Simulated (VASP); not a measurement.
Set up this calculation in VASP 6.6.1, as the native input.

* Task: single point
* Functional: r2SCAN
* Potentials or basis: VASP PAW PBE potentials, release 64 (Be, S)
* Cutoff: 520 eV
* k mesh: 10 × 10 × 10
* Occupations: gaussian, width 0.01 eV
* Spin: no spin polarisation
* Dipole correction: no
* Further INCAR settings: ALGO = Normal; EDIFF = 1e-06; NBANDS = 11

BeS:

```
Be S
1.0
     0.00000    2.31730    2.27396
     2.31730    0.00000    2.27396
     2.31730    2.31730    0.00000
Be S
1 1
Direct
  0.00000 0.00000 0.00000
  0.50000 0.50000 0.50000
```

This cell differs from its parent crystal: uniaxial z strain -1.9%.

One way to write it, as run:

POSCAR

```
BeS
1.0
    0.0000000000      2.3172971951      2.2739637376
    2.3172971951      0.0000000000      2.2739637376
    2.3172971951      2.3172971951      0.0000000000
Be S
1 1
Direct
    0.0000000000      0.0000000000      0.0000000000
    0.5000000000      0.5000000000      0.5000000000
```

INCAR.step1

```
PREC     = Accurate       # precision mode
ENCUT    = 520            # plane-wave cutoff, eV
ISMEAR   = 0              # smearing method
SIGMA    = 0.01           # smearing width, eV
LREAL    = F              # projectors in reciprocal space
LASPH    = T              # aspherical terms in the spheres
NELM     = 60             # most SCF steps
NBANDS   = 11             # bands
GGA      = PE             # functional
ALGO     = Normal         # electronic algorithm
EDIFF    = 1E-4           # SCF threshold, eV
LWAVE    = T              # write WAVECAR
LCHARG   = F              # write CHGCAR
```

INCAR.step2

```
PREC     = Accurate       # precision mode
ENCUT    = 520            # plane-wave cutoff, eV
EDIFF    = 1E-6           # SCF threshold, eV
ISMEAR   = 0              # smearing method
SIGMA    = 0.01           # smearing width, eV
LREAL    = F              # projectors in reciprocal space
LASPH    = T              # aspherical terms in the spheres
NELM     = 60             # most SCF steps
ALGO     = Normal         # electronic algorithm
ISIF     = 2              # what is computed and relaxed
LWAVE    = F              # write WAVECAR
LCHARG   = F              # write CHGCAR
METAGGA  = R2SCAN         # meta-GGA
LMIXTAU  = T            
NBANDS   = 11             # bands
ISTART   = 1
```

KPOINTS

```
Automatic mesh
0
Gamma
  10 10 10
```

Potentials or basis: VASP PAW PBE potentials, release 64 (Be, S).

Launch:

```sh
$ cat potpaw_PBE.64/Be/POTCAR potpaw_PBE.64/S/POTCAR > POTCAR
$ cp INCAR.step1 INCAR
$ mpirun -np 1 vasp_std > vasp.out
$ cp INCAR.step2 INCAR
$ mpirun -np 1 vasp_std > vasp.out
```

Results of the run:

The pressure is 2.1 GPa. The band gap on the k mesh is 1.23 eV (least direct gap 4.57 eV).

Caveat: the cell differs from its parent crystal (uniaxial z strain -1.9%); the structure was generated, so it needn't be the stable form of BeS; the PAW data sets were made with another functional, which shifts forces and pressure a little.

Run time: 30 s on 1 thread of Intel(R) Xeon(R) 6975P-C (Granite Rapids) (shared host), peak memory 0.15 GiB.
